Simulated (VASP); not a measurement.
# MoW3 (P-6m2) in VASP: single point with PBE

Aim: the single point of MoW3 with PBE.

Everything below comes from runs of VASP 6.6.1. Logs are shortened: lines on timing, memory, paths and dates and some standing lists are left out, and cuts for length are marked.

### Step 1. The cell of the first run

Symmetry: P-6m2, No. 187, hexagonal system. The conventional cell has a = 2.768 Å, b = 2.768 Å, c = 9.905 Å, α = 90.00°, β = 90.00°, γ = 120.00°. Mo (site symmetry -6m2) has 6 Mo at 2.77 Å and 6 W at 2.94 Å within 3.6 Å. Within 3.6 Å of W (site symmetry -6m2) lie 12 W at 2.77 to 2.95 Å. W (site symmetry 3m) has 9 W at 2.77 to 2.95 Å and 3 Mo at 2.94 Å within 3.6 Å.

The cell was generated, and may not be a known phase.

### Step 2. Single point, PBE

Contents of INCAR:

```
ALGO     = Normal         # electronic algorithm
EDIFF    = 1E-6           # SCF threshold, eV
ENCUT    = 500            # plane-wave cutoff, eV
GGA      = PE             # functional
GGA_COMPAT= F            
ISIF     = 2              # what is computed and relaxed
ISMEAR   = 0              # smearing method
LASPH    = T              # aspherical terms in the spheres
LCHARG   = F              # write CHGCAR
LREAL    = F              # projectors in reciprocal space
LWAVE    = F              # write WAVECAR
NBANDS   = 36             # bands
NELM     = 120            # most SCF steps
PREC     = Accurate       # precision mode
SIGMA    = 0.2            # smearing width, eV
```

Contents of KPOINTS:

```
k-points
0
Gamma
  8 8 3
```

Contents of POSCAR:

```
MoW3
1.0
    2.7678509720      0.0000000029      0.0000000000
   -1.3839254885      2.3970292542      0.0000000000
    0.0000000000      0.0000000000      9.9050439558
Mo W
1 3
Direct
    0.6666666667      0.3333333333      0.0000000000
    0.6666666667      0.3333333333      0.5000000000
    0.3333333333      0.6666666667      0.2494620494
    0.3333333333      0.6666666667      0.7505379506
```

Potentials or basis: VASP PAW PBE potentials, release 64 (Mo_sv, W_sv).

Launch:

```sh
cat potpaw_PBE.64/Mo_sv/POTCAR potpaw_PBE.64/W_sv/POTCAR > POTCAR
mpirun -np 1 vasp_std > vasp.out
```

OUTCAR:

```text
EDIFF = 1E-6
   ENCUT = 500
   GGA = PE
   ISIF = 2
   ISMEAR = 0
   LASPH = T
   LREAL = F
   NELM = 120
   PREC = Accurate

 ion  position               nearest neighbor table
   1  0.667  0.333  0.000-   3 2.94   4 2.94   3 2.94   4 2.94   3 2.94   4 2.94
   2  0.667  0.333  0.500-   3 2.95   4 2.95   3 2.95   4 2.95   3 2.95   4 2.95
   3  0.333  0.667  0.249-   1 2.94   1 2.94   1 2.94   2 2.95   2 2.95   2 2.95
   4  0.333  0.667  0.751-   1 2.94   1 2.94   1 2.94   2 2.95   2 2.95   2 2.95

  LATTYP: Found a hexagonal cell.
 ALAT       =     2.7678509720
 C/A-ratio  =     3.5786045044

  Lattice vectors:

 A1 = (   2.7678509720,   0.0000000029,   0.0000000000)
 A2 = (  -1.3839254885,   2.3970292542,   0.0000000000)
 A3 = (   0.0000000000,   0.0000000000,   9.9050439558)

Analysis of symmetry for initial positions (statically):
=====================================================================
 Subroutine PRICEL returns:
 Original cell was already a primitive cell.

 Routine SETGRP: Setting up the symmetry group for a
 hexagonal supercell.

 Subroutine GETGRP returns: Found 12 space group operations
 (whereof 12 operations were pure point group operations)
 out of a pool of 24 trial point group operations.

The static configuration has the point symmetry D_3h.

Analysis of symmetry for dynamics (positions and initial velocities):
=====================================================================
 Subroutine PRICEL returns:
 Original cell was already a primitive cell.

 Routine SETGRP: Setting up the symmetry group for a
 hexagonal supercell.

 Subroutine GETGRP returns: Found 12 space group operations
 (whereof 12 operations were pure point group operations)
 out of a pool of 24 trial point group operations.

The dynamic configuration has the point symmetry D_3h.

 Subroutine INISYM returns: Found 12 space group operations
 (whereof 12 operations are pure point group operations),
 and found     1 'primitive' translations

----------------------------------------------------------------------------------------

                                     Primitive cell

  volume of cell :      65.7162

  direct lattice vectors                    reciprocal lattice vectors
     2.767850972  0.000000003  0.000000000     0.361291128  0.208591530  0.000000000
    -1.383925489  2.397029254  0.000000000    -0.000000000  0.417183060  0.000000000
     0.000000000  0.000000000  9.905043956     0.000000000  0.000000000  0.100958664

  length of vectors
     2.767850972  2.767850972  9.905043956     0.417183060  0.417183060  0.100958664

  position of ions in fractional coordinates (direct lattice)
     0.666666667  0.333333333  0.000000000
     0.666666667  0.333333333  0.500000000
     0.333333333  0.666666667  0.249462049
     0.333333333  0.666666667  0.750537951

  ion indices of the primitive-cell ions
   primitive index   ion index
                 1           1
                 2           2
                 3           3
                 4           4

----------------------------------------------------------------------------------------

 KPOINTS: k-points

Automatic generation of k-mesh.
 Grid dimensions read from file:
 generate k-points for:    8    8    3

 Generating k-lattice:

  Cartesian coordinates                     Fractional coordinates (reciprocal lattice)
     0.045161391  0.026073941  0.000000000     0.125000000  0.000000000  0.000000000
    -0.000000000  0.052147883  0.000000000    -0.000000000  0.125000000  0.000000000
     0.000000000  0.000000000  0.033652888     0.000000000  0.000000000  0.333333333

  Length of vectors
     0.052147883  0.052147883  0.033652888

  Shift w.r.t. Gamma in fractional coordinates (k-lattice)
     0.000000000  0.000000000  0.000000000

 Subroutine IBZKPT returns following result:
 ===========================================

 Found     20 irreducible k-points:

 Following reciprocal coordinates:
            Coordinates               Weight
  0.000000  0.000000  0.000000      1.000000
  0.125000 -0.000000  0.000000      6.000000
  0.250000 -0.000000  0.000000      6.000000
  0.375000 -0.000000  0.000000      6.000000
  0.500000 -0.000000  0.000000      3.000000
  0.125000  0.125000  0.000000      6.000000
[... 12 lines left out ...]
  0.250000  0.250000  0.333333     12.000000
  0.375000  0.250000  0.333333     12.000000
   k-points           NKPTS =     20   k-points in BZ     NKDIM =     20   number of bands    NBANDS=     36
   number of dos      NEDOS =    301   number of ions     NIONS =      4
   total plane-waves  NPLWV =  28800
   dimension x,y,z NGX =    20 NGY =   20 NGZ =   72
   dimension x,y,z NGXF=    40 NGYF=   40 NGZF=  144
   ions per type =               1   3
   NGX,Y,Z   is equivalent  to a cutoff of  12.01, 12.01, 12.08 a.u.
   NGXF,Y,Z  is equivalent  to a cutoff of  24.03, 24.03, 24.17 a.u.
 SYSTEM =  unknown system
   PREC   = accura    normal or accurate (medium, high low for compatibility)
   ISTART =      0    job   : 0-new  1-cont  2-samecut
   ICHARG =      2    charge: 1-file 2-atom 10-const
   ISPIN  =      1    spin polarized calculation?
   LNONCOLLINEAR =      F non collinear calculations
   LSORBIT =      F    spin-orbit coupling
   LASPH  =      T    aspherical Exc in radial PAW
   ENCUT  =  500.0 eV  36.75 Ry    6.06 a.u.   5.05  5.05 18.06*2*pi/ulx,y,z
   NELM   =    120;   NELMIN=  2; NELMDL= -5     # of ELM steps
   EDIFF  = 0.1E-05   stopping-criterion for ELM
   LREAL  =      F    real-space projection
   EDIFFG = 0.1E-04   stopping-criterion for IOM
   NSW    =      0    number of steps for IOM
   IBRION =     -1    ionic relax: 0-MD 1-quasi-New 2-CG
   NFREE  =      0    steps in history (QN), initial steepest desc. (CG)
   ISIF   =      2    stress and relaxation
   ISYM   =      2    0-nonsym 1-usesym 2-fastsym
   POTIM  = 0.5000    time-step for ionic-motion
   TEBEG  =    0.0;   TEEND  =   0.0 temperature during run
   PSTRESS=    0.0 pullay stress
   NELECT =      56.0000    total number of electrons
   NUPDOWN=      -1.0000    fix difference up-down
   EMIN   =  10.00;   EMAX   =-10.00  energy-range for DOS
   EFERMI =   0.00;   METHOD = LEGACY
   ISMEAR =     0;   SIGMA  =   0.20  broadening in eV -4-tet -1-fermi 0-gaus
   EFERMI_NEDOS =   21; number of points for ismear=-14 and -15
   IALGO  =     38    algorithm
   IMIX   =      4    mixing-type and parameters
     AMIX     =   0.40;   BMIX     =  1.00
     AMIX_MAG =   1.60;   BMIX_MAG =  1.00
  volume/ion in A,a.u.               =      16.43       110.87
  Fermi-wavevector in a.u.,A,eV,Ry     =   1.552077  2.933001 32.775674  2.408944
  Thomas-Fermi vector in A             =   2.656505
   LORBIT       =      0    0 simple, 1 ext, 2 COOP (PROOUT), +10 PAW based schemes
   GGA     = PE    functional components
   LHFCALC =     F    Hartree Fock is set to
   AEXX    =    0.0000 exact exchange contribution
   IVDW    =     0    specifies the selected vdW correction
   LEPSILON=     F    determine dielectric tensor
   LRPA    =     F    only Hartree local field effects (RPA)
 non-spin polarized calculation
 Gauss-broadening in eV      SIGMA  =   0.20
  energy-cutoff  :      500.00
  volume of cell :       65.72
 maximum number of plane-waves:      1693
   NGX = 11   NGY = 11   NGZ = 37

 number of electron      56.0000009 magnetization

 Free energy of the ion-electron system (eV)
  ---------------------------------------------------
  ext. energy  EPLUGINS =         0.00000000
  ---------------------------------------------------
  free energy    TOTEN  =       -47.90293137 eV

  energy without entropy =      -47.80887931  energy(sigma->0) =      -47.85590534

 E-fermi :  10.8363     XC(G=0): -13.3367

 val. band max:       10.8230325661   @ k =   0.5000  -0.0000   0.3333
 cond. band min:      10.8457187746   @ k =   0.3750  -0.0000   0.0000
 fundamental gap:      0.0226862085
 Fermi energy:        10.8363137966

 k-point     1 :       0.0000    0.0000    0.0000
  band No.  band energies     occupation
      1     -62.9650      2.00000
      2     -62.9287      2.00000
      3     -62.9128      2.00000
      4     -49.9447      2.00000
      5     -27.5756      2.00000
      6     -27.2411      2.00000
[... 28 lines left out ...]
     35      13.8990      0.00000
     36      13.8990      0.00000

 k-point     2 :       0.1250   -0.0000    0.0000
  band No.  band energies     occupation
      1     -62.9484      2.00000
      2     -62.9136      2.00000
      3     -62.8992      2.00000
      4     -49.9170      2.00000
      5     -27.5300      2.00000
      6     -27.2241      2.00000
[... 28 lines left out ...]
     35      13.7646      0.00000
     36      13.8891      0.00000

 k-point     3 :       0.2500   -0.0000    0.0000
  band No.  band energies     occupation
      1     -62.9079      2.00000
      2     -62.8771      2.00000
      3     -62.8667      2.00000
      4     -49.8496      2.00000
      5     -27.4239      2.00000
      6     -27.2617      2.00000
[... 28 lines left out ...]
     35      13.8632      0.00000
     36      13.9774      0.00000

 k-point     4 :       0.3750   -0.0000    0.0000
  band No.  band energies     occupation
      1     -62.8662      2.00000
      2     -62.8404      2.00000
      3     -62.8350      2.00000
      4     -49.7813      2.00000
      5     -27.5903      2.00000
      6     -27.5672      2.00000
[... 28 lines left out ...]
     35      14.7499      0.00000
     36      15.2294      0.00000

 k-point     5 :       0.5000   -0.0000    0.0000
  band No.  band energies     occupation
      1     -62.8482      2.00000
      2     -62.8251      2.00000
      3     -62.8224      2.00000
      4     -49.7527      2.00000
      5     -27.7465      2.00000
      6     -27.7149      2.00000
[... 499 lines left out ...]
 k-point    18 :       0.3750    0.1250    0.3333
  band No.  band energies     occupation
      1     -62.8483      2.00000
      2     -62.8251      2.00000
      3     -62.8224      2.00000
      4     -49.7528      2.00000
      5     -27.6599      2.00000
      6     -27.6267      2.00000
[... 28 lines left out ...]
     35      15.2811      0.00000
     36      15.7590      0.00000

 k-point    19 :       0.2500    0.2500    0.3333
  band No.  band energies     occupation
      1     -62.8484      2.00000
      2     -62.8251      2.00000
      3     -62.8224      2.00000
      4     -49.7529      2.00000
      5     -27.5264      2.00000
      6     -27.5095      2.00000
[... 28 lines left out ...]
     35      15.1696      0.00000
     36      15.8044      0.00000

 k-point    20 :       0.3750    0.2500    0.3333
  band No.  band energies     occupation
      1     -62.8353      2.00000
      2     -62.8143      2.00000
      3     -62.8138      2.00000
      4     -49.7326      2.00000
      5     -27.5459      2.00000
      6     -27.5129      2.00000
[... 28 lines left out ...]
     35      14.6696      0.00000
     36      15.1396      0.00000

------------------------ aborting loop because EDIFF is reached ----------------------------------------

  FORCE on cell =-STRESS in cart. coord.  units (eV):
  Direction    XX          YY          ZZ          XY          YZ          ZX
  --------------------------------------------------------------------------------------
  -------------------------------------------------------------------------------------
  Total        0.1943148      0.1943148      0.1838848      0.0000000     -0.0000000     -0.0000000
  in kB        4.7374427      4.7374427      4.4831580      0.0000000     -0.0000000     -0.0000000
  external PRESSURE =       4.6526811 kB  Pullay stress =       0.0000000 kB

 VOLUME and BASIS-vectors are now :
 -----------------------------------------------------------------------------
  energy-cutoff  :      500.00
  volume of cell :       65.72
      direct lattice vectors                 reciprocal lattice vectors
     2.767850972  0.000000003  0.000000000     0.361291128  0.208591530  0.000000000
    -1.383925489  2.397029254  0.000000000    -0.000000000  0.417183060  0.000000000
     0.000000000  0.000000000  9.905043956     0.000000000  0.000000000  0.100958664

 POSITION                                       TOTAL-FORCE (eV/Angst)
 -----------------------------------------------------------------------------------
      1.38393      0.79901      0.00000         0.000000      0.000000     -0.000000
      1.38393      0.79901      4.95252        -0.000000      0.000000     -0.000000
     -0.00000      1.59802      2.47093         0.000000     -0.000000      0.005128
     -0.00000      1.59802      7.43411        -0.000000     -0.000000     -0.005128
 -----------------------------------------------------------------------------------
    total drift:                               -0.000000      0.000000     -0.000000

  FREE ENERGIE OF THE ION-ELECTRON SYSTEM (eV)
  ---------------------------------------------------
  free  energy   TOTEN  =       -47.9029313732 eV

  energy  without entropy=      -47.8088793131  energy(sigma->0) =      -47.85590534
```

It took 76 s on 1 thread of Intel Xeon 8259CL, shared host; peak memory 0.16 GiB.

Results:

```
Free energy            : -47.9029 eV
Pressure               : 0.5 GPa
Largest force          : 0.005 eV/Å
Band gap on the k mesh : zero (bands 28 and 29 overlap by 1.72 eV)
```

Forces on the atoms (eV/Å):
```
Mo   0.000  0.000  0.000
W    0.000  0.000  0.000
W    0.000  0.000  0.005
W    0.000  0.000 -0.005
```

Levels at points of the mesh, in eV from the Fermi level:
```csv
k point,band 26,band 27,band 28,band 29,band 30,band 31
"(0.00, 0.00, 0.00)",-0.42,-0.42,-0.40,-0.40,-0.15,0.07
"(0.50, 0.00, 0.00)",-0.41,-0.21,1.32,1.41,1.42,1.70
```

Caveat: spin-orbit coupling is left out, which moves the levels of the heavy elements.

The gap in the log of VASP goes by the Fermi energy; the results here count the filled bands.